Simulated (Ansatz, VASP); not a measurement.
## Two plane-wave programs on SiO2

The input INCAR:

```
PREC = Accurate
ENCUT = 520
EDIFF = 1E-6
ISMEAR = -1
SIGMA = 0.1
LREAL = False
LASPH = True
NELM = 80
ALGO = Normal
ISIF = 2
LWAVE = False
LCHARG = False
GGA = PE
NBANDS = 25
```

KPOINTS

```
regular mesh
0
Gamma
  7 7 10
```

The input POSCAR:

```
SiO2
1.0
    4.1323008777      0.0000000000      0.0000000000
    0.0000000000      4.1323008777      0.0000000000
    0.0000000000      0.0000000000      2.6578804529
Si O
2 4
Direct
    0.0000000000      0.0000000000      0.0000000000
    0.5000000000      0.5000000000      0.5000000000
    0.3045283090      0.3045283090      0.0000000000
    0.6954716910      0.6954716910      0.0000000000
    0.8045283090      0.1954716910      0.5000000000
    0.1954716910      0.8045283090      0.5000000000
```

Input for Ansatz:

```yaml
crystal:
  lattice:
    - [4.1323008777, 0.0, 0.0]
    - [0.0, 4.1323008777, 0.0]
    - [0.0, 0.0, 2.6578804529]
  atoms:
    - { symbol: Si, position: [0.0, 0.0, 0.0] }
    - { symbol: Si, position: [0.5, 0.5, 0.5] }
    - { symbol: O, position: [0.304528309, 0.304528309, 0.0] }
    - { symbol: O, position: [0.695471691, 0.695471691, 0.0] }
    - { symbol: O, position: [0.804528309, 0.195471691, 0.5] }
    - { symbol: O, position: [0.195471691, 0.804528309, 0.5] }
kpoints:
  mp_grid: { grid: [7, 7, 10] }
scf:
  occupations: { method: fermi_dirac, width: 0.1 }
hamiltonian:
  xc: pbe
  pseudopotentials: { kind: paw }
output:
  forces: true
  stress: true
  eigenvalues: true
  populations: true
```

Change from the starting cell: volume scaled by 0.94, PAW files.

Alike in both runs: task single point; functional PBE; k mesh 7 × 7 × 10; occupations fermi-dirac, width 0.1 eV; no spin polarisation.

|  | VASP | Ansatz |
| --- | --- | --- |
| version | VASP 6.6.1 | Ansatz 0.2.0 |
| potentials or method | VASP PAW PBE potentials, release 64 (Si, O) | PAW with Ansatz's default frozen-core files, scalar-relativistic |
| plane-wave cutoff (eV) | 520 | 420 |
| valence electrons in the cell | 32 | 32 |

VASP gave:

- gap on the k mesh at the Fermi level (eV): 5.99
- pressure (GPa): 19.2
- traceless stress, the component that is largest in VASP (GPa): 0.42
- rms of the force components (eV/Å): 0.007

Question: Which values does Ansatz return?

Answer: gap on the k mesh at the Fermi level (eV): 6.00; pressure (GPa): 19.0; traceless stress, the component that is largest in VASP (GPa): 0.00; rms of the force components (eV/Å): 0.000.

Atom by atom the forces differ by 0.007 eV/Å (rms over components). The functional is the same, so the differences come from potentials, cutoffs and numerics.
